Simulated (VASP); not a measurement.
Input of a VASP 6.6.1 run:

Contents of POSCAR:

```
Si
1.0
    0.0520705001      2.7197470178      2.7197470178
    2.7197470178      0.0520705001      2.7197470178
    2.7197470178      2.7197470178      0.0520705001
Si
2
Direct
    0.0012620269      0.0012620269      0.0012620269
    0.2487379731      0.2487379731      0.2487379731
```

The input INCAR.step1:

```
SYSTEM = Si
PREC = Accurate ; ENCUT = 500
EDIFF = 1E-8 ; ISMEAR = 0
SIGMA = 0.01 ; LREAL = .FALSE.
LASPH = .TRUE. ; NELM = 100
ALGO = Normal ; LWAVE = .TRUE.
LCHARG = .FALSE. ; GGA = PE
```

The input INCAR.step2:

```
SYSTEM = Si
PREC = Accurate ; ENCUT = 500
EDIFF = 1E-8 ; ISMEAR = 0
SIGMA = 0.01 ; LREAL = .FALSE.
LASPH = .TRUE. ; NELM = 1
ALGO = Exact ; LWAVE = .TRUE.
LCHARG = .FALSE. ; GGA = PE
NBANDS = 167 ; LOPTICS = .TRUE.
ISTART = 1
```

Contents of INCAR.step3:

```
SYSTEM = Si
PREC = Accurate ; ENCUT = 500
EDIFF = 1E-8 ; ISMEAR = 0
SIGMA = 0.01 ; LREAL = .FALSE.
LASPH = .TRUE. ; ALGO = EVGW0
LWAVE = .FALSE. ; LCHARG = .FALSE.
GGA = PE ; NELMGW = 1
NBANDS = 167 ; ENCUTGW = 150.0
NOMEGA = 96 ; PRECFOCK = Fast
ISTART = 1 ; NBANDSGW = 12
OMEGAMAX = 30
```

File KPOINTS:

```
regular mesh
0
G
  4 4 4
  0 0 0
```

Potentials or basis: VASP PAW PBE potentials, release 64 (Si_GW).

Run with:

```bash
$ cat potpaw_PBE.64/Si_GW/POTCAR > POTCAR
$ cp INCAR.step1 INCAR
$ mpirun -np 1 vasp_std > vasp.out
$ cp INCAR.step2 INCAR
$ mpirun -np 1 vasp_std > vasp.out
$ cp INCAR.step3 INCAR
$ mpirun -np 1 vasp_std > vasp.out
```

Q: Predict the quasiparticle gap.

A: 0.90 eV.

Q: Estimate the least direct quasiparticle gap.

A: 2.80 eV.

Q: Predict the band gap of the starting levels on the mesh.

A: 0.40 eV.

Caveat: the k points lie up to 0.51 Å⁻¹ apart; bands, screening cutoff and mesh are small and nothing is extrapolated, so the quasiparticle values aren't converged.
